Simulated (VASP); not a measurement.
Input of a VASP 6.6.1 run:

Contents of INCAR:

```
SYSTEM = Si
  ALGO = Normal
  EDIFF = 1E-6
  ENCUT = 520
  GGA = PE
  ISIF = 2
  ISMEAR = 0
  LASPH = .TRUE.
  LCHARG = .FALSE.
  LREAL = .FALSE.
  LWAVE = .FALSE.
  NBANDS = 16
  NELM = 60
  PREC = Accurate
  SIGMA = 0.02
```

KPOINTS

```
k-points
0
G
  8 8 4
  0 0 0
```

Contents of POSCAR:

```
Si
1.0
    3.1018158926     -1.8742479588      0.9565986856
    3.1018158926      1.8742479588      0.9565986856
    0.2631914214      0.0000000000      6.4865801481
Si
4
Direct
    0.0625006498      0.5625006498      0.8124996195
    0.4374993502      0.9374993502      0.6875003805
    0.9374993502      0.4374993502      0.1875003805
    0.5625006498      0.0625006498      0.3124996195
```

Potentials or basis: VASP PAW PBE potentials, release 64 (Si).

Command:

```bash
$ cat potpaw_PBE.64/Si/POTCAR > POTCAR
$ mpirun -np 1 vasp_std > vasp.out
```

(1) Estimate the pressure.

(2) What does it give for the band gap on the k mesh?

Answers

(1) 10.1 GPa.

(2) 0.49 eV.

Caveat: the cell stands under pressure.
